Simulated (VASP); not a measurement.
# Si (Ibca) in VASP: further runs

The runs below take Si through single point, with PBE.

Program: VASP 6.6.1. These are calculated values, not measurements. Logs are shortened: lines on timing, memory, paths and dates and some standing lists are left out, and cuts for length are marked.

## 1. The cell of the first run

The structure is orthorhombic, space group Ibca (No. 73). Conventional cell: a = 6.390 Å, b = 6.390 Å, c = 6.652 Å, α = 90.00°, β = 90.00°, γ = 90.00°. Si (site symmetry 1) has 4 Si at 2.28 to 2.36 Å within 3.0 Å.

## 2. Single point, PBE (16.98 Å³/atom)

INCAR

```
SYSTEM = Si
  PREC = Accurate
  ENCUT = 520
  EDIFF = 1E-6
  ISMEAR = 0
  SIGMA = 0.15
  LREAL = .FALSE.
  LASPH = .TRUE.
  NELM = 60
  ALGO = Fast
  ISIF = 2
  LWAVE = .FALSE.
  LCHARG = .FALSE.
  GGA = PE
  NBANDS = 26
```

KPOINTS

```
regular mesh
0
G
  10 10 10
  0 0 0
```

POSCAR

```
Si
1.0
   -3.1951932115      3.1951932115      3.3261961332
    3.1951932115     -3.1951932115      3.3261961332
    3.1951932115      3.1951932115     -3.3261961332
Si
8
Direct
    0.2028545115      0.2028545115      0.2028545115
    0.5000000000      0.0000000000      0.2971454885
    0.2971454885      0.5000000000      0.0000000000
    0.0000000000      0.2971454885      0.5000000000
    0.7971454885      0.7971454885      0.7971454885
    0.5000000000      0.0000000000      0.7028545115
    0.7028545115      0.5000000000      0.0000000000
    0.0000000000      0.7028545115      0.5000000000
```

Potentials or basis: VASP PAW PBE potentials, release 64 (Si).

The run is started by

```sh
$ cat potpaw_PBE.64/Si/POTCAR > POTCAR
$ mpirun -np 1 vasp_std > vasp.out
```

OUTCAR:

```text
SYSTEM = Si
   PREC = Accurate
   ENCUT = 520
   EDIFF = 1E-6
   ISMEAR = 0
   LREAL = .FALSE.
   LASPH = .TRUE.
   NELM = 60
   ISIF = 2
   GGA = PE

 ion  position               nearest neighbor table
   1  0.203  0.203  0.203-   5 2.28   2 2.30   4 2.33   3 2.36
   2  0.500  0.000  0.297-   6 2.28   1 2.30   3 2.33   4 2.36
   3  0.297  0.500  0.000-   7 2.28   4 2.30   2 2.33   1 2.36
   4  0.000  0.297  0.500-   8 2.28   3 2.30   1 2.33   2 2.36
   5  0.797  0.797  0.797-   1 2.28   6 2.30   8 2.33   7 2.36
   6  0.500  0.000  0.703-   2 2.28   5 2.30   7 2.33   8 2.36
   7  0.703  0.500  0.000-   3 2.28   8 2.30   6 2.33   5 2.36
   8  0.000  0.703  0.500-   4 2.28   7 2.30   5 2.33   6 2.36

  LATTYP: Found a body centered tetragonal cell.
 ALAT       =     6.3903864230
 C/A-ratio  =     1.0410000000

  Lattice vectors:

 A1 = (  -3.1951932115,   3.1951932115,   3.3261961332)
 A2 = (   3.1951932115,  -3.1951932115,   3.3261961332)
 A3 = (   3.1951932115,   3.1951932115,  -3.3261961332)

Analysis of symmetry for initial positions (statically):
=====================================================================
 Subroutine PRICEL returns:
 Original cell was already a primitive cell.

 Routine SETGRP: Setting up the symmetry group for a
 body centered tetragonal supercell.

 Subroutine GETGRP returns: Found  8 space group operations
 (whereof  2 operations were pure point group operations)
 out of a pool of 16 trial point group operations.

The static configuration has the point symmetry S_2 .
 The point group associated with its full space group is D_2h.

Analysis of symmetry for dynamics (positions and initial velocities):
=====================================================================
 Subroutine PRICEL returns:
 Original cell was already a primitive cell.

 Routine SETGRP: Setting up the symmetry group for a
 body centered tetragonal supercell.

 Subroutine GETGRP returns: Found  8 space group operations
 (whereof  2 operations were pure point group operations)
 out of a pool of 16 trial point group operations.

The dynamic configuration has the point symmetry S_2 .
 The point group associated with its full space group is D_2h.

 Subroutine INISYM returns: Found  8 space group operations
 (whereof  2 operations are pure point group operations),
 and found     1 'primitive' translations

----------------------------------------------------------------------------------------

                                     Primitive cell

  volume of cell :     135.8320

  direct lattice vectors                    reciprocal lattice vectors
    -3.195193211  3.195193211  3.326196133     0.000000000  0.156485060  0.150321863
     3.195193211 -3.195193211  3.326196133     0.156485060  0.000000000  0.150321863
     3.195193211  3.195193211 -3.326196133     0.156485060  0.156485060  0.000000000

  length of vectors
     5.610891198  5.610891198  5.610891198     0.216989024  0.216989024  0.221303294

  position of ions in fractional coordinates (direct lattice)
     0.202854512  0.202854512  0.202854512
     0.500000000  0.000000000  0.297145488
     0.297145488  0.500000000  0.000000000
     0.000000000  0.297145488  0.500000000
     0.797145488  0.797145488  0.797145488
     0.500000000  0.000000000  0.702854512
     0.702854512  0.500000000  0.000000000
     0.000000000  0.702854512  0.500000000

  ion indices of the primitive-cell ions
   primitive index   ion index
                 1           1
                 2           2
                 3           3
                 4           4
                 5           5
                 6           6
                 7           7
                 8           8

----------------------------------------------------------------------------------------

 KPOINTS: regular mesh

Automatic generation of k-mesh.
 Grid dimensions read from file:
 generate k-points for:   10   10   10

 Generating k-lattice:

  Cartesian coordinates                     Fractional coordinates (reciprocal lattice)
     0.000000000  0.015648506  0.015032186     0.100000000  0.000000000 -0.000000000
     0.015648506  0.000000000  0.015032186     0.000000000  0.100000000 -0.000000000
     0.015648506  0.015648506  0.000000000     0.000000000  0.000000000  0.100000000

  Length of vectors
     0.021698902  0.021698902  0.022130329

  Shift w.r.t. Gamma in fractional coordinates (k-lattice)
     0.000000000  0.000000000  0.000000000

 Subroutine IBZKPT returns following result:
 ===========================================

 Found    171 irreducible k-points:

 Following reciprocal coordinates:
            Coordinates               Weight
  0.000000  0.000000  0.000000      1.000000
  0.100000 -0.000000  0.000000      4.000000
 -0.000000  0.100000  0.000000      4.000000
  0.200000 -0.000000  0.000000      4.000000
 -0.000000  0.200000  0.000000      4.000000
  0.300000 -0.000000  0.000000      4.000000
[... 16 lines left out ...]
 -0.300000  0.100000 -0.000000      8.000000
  0.000000 -0.200000 -0.100000      8.000000
 [... further k-points ...]
   k-points           NKPTS =    171   k-points in BZ     NKDIM =    171   number of bands    NBANDS=     26
   number of dos      NEDOS =    301   number of ions     NIONS =      8
   total plane-waves  NPLWV =  74088
   dimension x,y,z NGX =    42 NGY =   42 NGZ =   42
   dimension x,y,z NGXF=    84 NGYF=   84 NGZF=   84
   ions per type =               8
   NGX,Y,Z   is equivalent  to a cutoff of  12.44, 12.44, 12.44 a.u.
   NGXF,Y,Z  is equivalent  to a cutoff of  24.89, 24.89, 24.89 a.u.
 SYSTEM =  Si
   PREC   = accura    normal or accurate (medium, high low for compatibility)
   ISTART =      0    job   : 0-new  1-cont  2-samecut
   ICHARG =      2    charge: 1-file 2-atom 10-const
   ISPIN  =      1    spin polarized calculation?
   LNONCOLLINEAR =      F non collinear calculations
   LSORBIT =      F    spin-orbit coupling
   LASPH  =      T    aspherical Exc in radial PAW
   ENCUT  =  520.0 eV  38.22 Ry    6.18 a.u.  10.43 10.43 10.43*2*pi/ulx,y,z
   NELM   =     60;   NELMIN=  2; NELMDL= -5     # of ELM steps
   EDIFF  = 0.1E-05   stopping-criterion for ELM
   LREAL  =      F    real-space projection
   EDIFFG = 0.1E-04   stopping-criterion for IOM
   NSW    =      0    number of steps for IOM
   IBRION =     -1    ionic relax: 0-MD 1-quasi-New 2-CG
   NFREE  =      0    steps in history (QN), initial steepest desc. (CG)
   ISIF   =      2    stress and relaxation
   ISYM   =      2    0-nonsym 1-usesym 2-fastsym
   POTIM  = 0.5000    time-step for ionic-motion
   TEBEG  =    0.0;   TEEND  =   0.0 temperature during run
   PSTRESS=    0.0 pullay stress
   NELECT =      32.0000    total number of electrons
   NUPDOWN=      -1.0000    fix difference up-down
   EMIN   =  10.00;   EMAX   =-10.00  energy-range for DOS
   EFERMI =   0.00;   METHOD = LEGACY
   ISMEAR =     0;   SIGMA  =   0.15  broadening in eV -4-tet -1-fermi 0-gaus
   EFERMI_NEDOS =   21; number of points for ismear=-14 and -15
   IALGO  =     68    algorithm
   IMIX   =      4    mixing-type and parameters
     AMIX     =   0.40;   BMIX     =  1.00
     AMIX_MAG =   1.60;   BMIX_MAG =  1.00
  volume/ion in A,a.u.               =      16.98       114.58
  Fermi-wavevector in a.u.,A,eV,Ry     =   1.011092  1.910687 13.909339  1.022308
  Thomas-Fermi vector in A             =   2.144121
   LORBIT       =      0    0 simple, 1 ext, 2 COOP (PROOUT), +10 PAW based schemes
   GGA     = PE    functional components
   LHFCALC =     F    Hartree Fock is set to
   AEXX    =    0.0000 exact exchange contribution
   IVDW    =     0    specifies the selected vdW correction
   LEPSILON=     F    determine dielectric tensor
   LRPA    =     F    only Hartree local field effects (RPA)
 non-spin polarized calculation
 RMM-DIIS sequential band-by-band and
 Gauss-broadening in eV      SIGMA  =   0.15
  energy-cutoff  :      520.00
  volume of cell :      135.83
 maximum number of plane-waves:      3689
 NGX is ok and might be reduce to    42
   NGX = 21   NGY = 21   NGZ = 21

 number of electron      31.9999999 magnetization

 Free energy of the ion-electron system (eV)
  ---------------------------------------------------
  ext. energy  EPLUGINS =         0.00000000
  ---------------------------------------------------
  free energy    TOTEN  =       -41.73902582 eV

  energy without entropy =      -41.72881828  energy(sigma->0) =      -41.73392205

 E-fermi :   7.9072     XC(G=0): -10.2588

 val. band max:        7.9056488636   @ k =   0.5000   0.5000   0.4000
 cond. band min:       7.9086249236   @ k =  -0.3000  -0.4000   0.4000
 fundamental gap:      0.0029760600
 Fermi energy:         7.9072250991

 k-point     1 :       0.0000    0.0000    0.0000
  band No.  band energies     occupation
      1      -5.3226      2.00000
      2      -0.5489      2.00000
      3      -0.4148      2.00000
      4      -0.3321      2.00000
      5      -0.0374      2.00000
      6       1.1674      2.00000
[... 18 lines left out ...]
     25      13.6773      0.00000
     26      13.9502      0.00000

 k-point     2 :       0.1000   -0.0000    0.0000
  band No.  band energies     occupation
      1      -5.2585      2.00000
      2      -0.8920      2.00000
      3      -0.6205      2.00000
      4      -0.2446      2.00000
      5      -0.1308      2.00000
      6       1.0790      2.00000
[... 18 lines left out ...]
     25      13.6308      0.00000
     26      13.7702      0.00000

 k-point     3 :      -0.0000    0.1000    0.0000
  band No.  band energies     occupation
      1      -5.2585      2.00000
      2      -0.8749      2.00000
      3      -0.5266      2.00000
      4      -0.4778      2.00000
      5      -0.0139      2.00000
      6       1.1896      2.00000
[... 572 lines left out ...]
 k-point    23 :      -0.3000    0.1000   -0.0000
  band No.  band energies     occupation
      1      -4.8668      2.00000
      2      -1.9506      2.00000
      3      -1.2440      2.00000
      4      -0.9845      2.00000
      5       0.2891      2.00000
      6       1.0063      2.00000
[... 18 lines left out ...]
     25      12.7420      0.00000
     26      13.2695      0.00000

 k-point    24 :       0.0000   -0.2000   -0.1000
  band No.  band energies     occupation
      1      -4.8671      2.00000
      2      -1.9363      2.00000
      3      -1.2990      2.00000
      4      -0.9131      2.00000
      5       0.2227      2.00000
      6       0.8510      2.00000
[... 18 lines left out ...]
     25      12.9864      0.00000
     26      13.2069      0.00000

 [... further k-points ...]
[... 5 lines left out ...]
  --------------------------------------------------------------------------------------
  -------------------------------------------------------------------------------------
  Total        9.9364364     10.0223637      4.1465281     -0.0000000      0.0000000      0.0000000
  in kB      117.2031122    118.2166498     48.9094859     -0.0000000      0.0000000      0.0000000
  external PRESSURE =      94.7764160 kB  Pullay stress =       0.0000000 kB

 VOLUME and BASIS-vectors are now :
 -----------------------------------------------------------------------------
  energy-cutoff  :      520.00
  volume of cell :      135.83
      direct lattice vectors                 reciprocal lattice vectors
    -3.195193211  3.195193211  3.326196133     0.000000000  0.156485060  0.150321863
     3.195193211 -3.195193211  3.326196133     0.156485060  0.000000000  0.150321863
     3.195193211  3.195193211 -3.326196133     0.156485060  0.156485060  0.000000000

 POSITION                                       TOTAL-FORCE (eV/Angst)
 -----------------------------------------------------------------------------------
      0.64816      0.64816      0.67473         0.354344     -0.027274      0.414534
     -0.64816      2.54703      0.67473        -0.354344      0.027274      0.414534
      0.64816     -0.64816      2.65146         0.354344      0.027274     -0.414534
      2.54703      0.64816     -0.67473        -0.354344     -0.027274     -0.414534
      2.54703      2.54703      2.65146        -0.354344      0.027274     -0.414534
      0.64816      3.84335     -0.67473         0.354344     -0.027274     -0.414534
     -0.64816      0.64816      4.00093        -0.354344     -0.027274      0.414534
      3.84335     -0.64816      0.67473         0.354344      0.027274      0.414534
 -----------------------------------------------------------------------------------
    total drift:                               -0.000000     -0.000000     -0.000000

  FREE ENERGIE OF THE ION-ELECTRON SYSTEM (eV)
  ---------------------------------------------------
  free  energy   TOTEN  =       -41.7390258208 eV

  energy  without entropy=      -41.7288182811  energy(sigma->0) =      -41.73392205
```

Run time: 13 min. Hardware: 1 thread of Oxide Virtual Turin-like, shared host; peak memory 0.49 GiB.

What came out:

```
Free energy            : -41.7390 eV
Pressure               : 9.5 GPa
Largest force          : 0.546 eV/Å
Band gap on the k mesh : zero (bands 16 and 17 overlap by 0.24 eV)
```

Forces on the atoms (eV/Å):
```
Si   0.354 -0.027  0.415
Si  -0.354  0.027  0.415
Si   0.354  0.027 -0.415
Si  -0.354 -0.027 -0.415
Si  -0.354  0.027 -0.415
Si   0.354 -0.027 -0.415
Si  -0.354 -0.027  0.415
Si   0.354  0.027  0.415
```

Caveat: the stress differs along the axes, from 5 to 12 GPa; semilocal functionals underestimate gaps, and a narrow one can read as zero.

## 3. Single point, PBE (16.98 Å³/atom)

INCAR

```
SYSTEM = Si
  PREC = Accurate
  ENCUT = 520
  EDIFF = 1E-6
  ISMEAR = 0
  SIGMA = 0.15
  LREAL = .False.
  LASPH = .True.
  NELM = 100
  ALGO = Fast
  ISIF = 2
  LWAVE = .False.
  LCHARG = .True.
  GGA = PE
  LELF = .True.
  LVHAR = .True.
  NBANDS = 26
```

KPOINTS

```
regular mesh
0
Gamma
  10 10 10
  0 0 0
```

Changes to POSCAR since step 2:

```diff
@@ -2,5 +2,5 @@
 1.0
-   -3.1951932115      3.1951932115      3.3261961332
-    3.1951932115     -3.1951932115      3.3261961332
-    3.1951932115      3.1951932115     -3.3261961332
+   -3.2819591707      3.2819591707      3.1526499794
+    3.2819591707     -3.2819591707      3.1526499794
+    3.2819591707      3.2819591707     -3.1526499794
 Si
```

Potentials or basis: VASP PAW PBE potentials, release 64 (Si).

The run is started by

```sh
$ cat potpaw_PBE.64/Si/POTCAR > POTCAR
$ mpirun -np 1 vasp_std > vasp.out
```

OUTCAR:

```text
SYSTEM = Si
   PREC = Accurate
   ENCUT = 520
   EDIFF = 1E-6
   ISMEAR = 0
   LREAL = .False.
   LASPH = .True.
   NELM = 100
   ISIF = 2
   GGA = PE

 ion  position               nearest neighbor table
   1  0.203  0.203  0.203-   5 2.28   3 2.30   4 2.33   2 2.36
   2  0.500  0.000  0.297-   6 2.28   4 2.30   3 2.33   1 2.36
   3  0.297  0.500  0.000-   7 2.28   1 2.30   2 2.33   4 2.36
   4  0.000  0.297  0.500-   8 2.28   2 2.30   1 2.33   3 2.36
   5  0.797  0.797  0.797-   1 2.28   7 2.30   8 2.33   6 2.36
   6  0.500  0.000  0.703-   2 2.28   8 2.30   7 2.33   5 2.36
   7  0.703  0.500  0.000-   3 2.28   5 2.30   6 2.33   8 2.36
   8  0.000  0.703  0.500-   4 2.28   6 2.30   5 2.33   7 2.36

  LATTYP: Found a body centered tetragonal cell.
 ALAT       =     6.5639183414
 C/A-ratio  =     0.9606000000

  Lattice vectors:

 A1 = (  -3.2819591707,   3.2819591707,   3.1526499794)
 A2 = (   3.2819591707,  -3.2819591707,   3.1526499794)
 A3 = (   3.2819591707,   3.2819591707,  -3.1526499794)

Analysis of symmetry for initial positions (statically):
[... 194 lines left out ...]
 Fermi energy:         7.9031950191

 k-point     1 :       0.0000    0.0000    0.0000
  band No.  band energies     occupation
      1      -5.3223      2.00000
      2      -0.5489      2.00000
      3      -0.4898      2.00000
      4      -0.1901      2.00000
      5      -0.1033      2.00000
      6       1.2089      2.00000
[... 685 lines left out ...]
     25      12.8319      0.00000
     26      13.5015      0.00000

 [... further k-points ...]

------------------------ aborting loop because EDIFF is reached ----------------------------------------

  FORCE on cell =-STRESS in cart. coord.  units (eV):
  Direction    XX          YY          ZZ          XY          YZ          ZX
  --------------------------------------------------------------------------------------
  -------------------------------------------------------------------------------------
  Total        6.1198986      6.2077402     11.7766829     -0.0000000      0.0000000      0.0000000
  in kB       72.1859562     73.2220730    138.9093465     -0.0000000      0.0000000      0.0000000
  external PRESSURE =      94.7724586 kB  Pullay stress =       0.0000000 kB

 VOLUME and BASIS-vectors are now :
 -----------------------------------------------------------------------------
  energy-cutoff  :      520.00
  volume of cell :      135.83
      direct lattice vectors                 reciprocal lattice vectors
    -3.281959171  3.281959171  3.152649979     0.000000000  0.152348026  0.158596737
     3.281959171 -3.281959171  3.152649979     0.152348026  0.000000000  0.158596737
     3.281959171  3.281959171 -3.152649979     0.152348026  0.152348026  0.000000000

 POSITION                                       TOTAL-FORCE (eV/Angst)
 -----------------------------------------------------------------------------------
      0.66576      0.66576      0.63953         0.160801      0.520938      0.059142
     -0.66576      2.61620      0.63953        -0.160801     -0.520938      0.059142
      0.66576     -0.66576      2.51312         0.160801     -0.520938     -0.059142
      2.61620      0.66576     -0.63953        -0.160801      0.520938     -0.059142
      2.61620      2.61620      2.51312        -0.160801     -0.520938     -0.059142
      0.66576      3.94772     -0.63953         0.160801      0.520938     -0.059142
     -0.66576      0.66576      3.79218        -0.160801      0.520938      0.059142
      3.94772     -0.66576      0.63953         0.160801     -0.520938      0.059142
 -----------------------------------------------------------------------------------
    total drift:                                0.000000      0.000000     -0.000000

  FREE ENERGIE OF THE ION-ELECTRON SYSTEM (eV)
  ---------------------------------------------------
  free  energy   TOTEN  =       -41.7410399028 eV

  energy  without entropy=      -41.7313738838  energy(sigma->0) =      -41.73620689
```

OSZICAR:

```text
N       E                     dE             d eps       ncg     rms          rms(c)
DAV:   1     0.604850016686E+02    0.60485E+02   -0.12281E+04  8892   0.103E+03
DAV:   2    -0.377294334581E+02   -0.98214E+02   -0.90194E+02 10902   0.149E+02
DAV:   3    -0.424576371724E+02   -0.47282E+01   -0.46162E+01 11836   0.291E+01
DAV:   4    -0.425254934069E+02   -0.67856E-01   -0.67669E-01 10990   0.432E+00
DAV:   5    -0.425265913150E+02   -0.10979E-02   -0.10968E-02 11768   0.511E-01    0.104E+01
RMM:   6    -0.419203617194E+02    0.60623E+00   -0.41798E-01  9027   0.216E+00    0.622E+00
RMM:   7    -0.417472226587E+02    0.17314E+00   -0.63026E-01  9622   0.276E+00    0.816E-01
RMM:   8    -0.417405634363E+02    0.66592E-02   -0.71579E-02  9624   0.134E+00    0.202E-01
RMM:   9    -0.417410536993E+02   -0.49026E-03   -0.15491E-02 10945   0.563E-01    0.188E-01
RMM:  10    -0.417410644147E+02   -0.10715E-04   -0.27817E-03 10487   0.290E-01    0.717E-02
RMM:  11    -0.417410384762E+02    0.25938E-04   -0.63587E-04 10633   0.141E-01    0.480E-02
RMM:  12    -0.417410435010E+02   -0.50248E-05   -0.82331E-05 11098   0.485E-02    0.320E-02
RMM:  13    -0.417410401908E+02    0.33102E-05   -0.20207E-05 10379   0.230E-02    0.461E-03
RMM:  14    -0.417410399028E+02    0.28800E-06   -0.38698E-06  8682   0.104E-02
   1 F= -.41741040E+02 E0= -.41736207E+02  d E =-.966602E-02
```

Wall time 12 min (1 thread of Oxide Virtual Turin-like, shared host); peak memory 0.49 GiB.

Results:

```
Free energy            : -41.7410 eV
Pressure               : 9.5 GPa
Largest force          : 0.548 eV/Å
Band gap on the k mesh : zero (bands 16 and 17 overlap by 0.22 eV)
```

Forces on the atoms (eV/Å):
```
Si   0.161  0.521  0.059
Si  -0.161 -0.521  0.059
Si   0.161 -0.521 -0.059
Si  -0.161  0.521 -0.059
Si  -0.161 -0.521 -0.059
Si   0.161  0.521 -0.059
Si  -0.161  0.521  0.059
Si   0.161 -0.521  0.059
```

Stress tensor (GPa, compression positive):
```
 7.22  0.00  0.00
 0.00  7.32  0.00
 0.00  0.00 13.89
```

Caveat: the stress differs along the axes, from 7 to 14 GPa; semilocal functionals underestimate gaps, and a narrow one can read as zero.
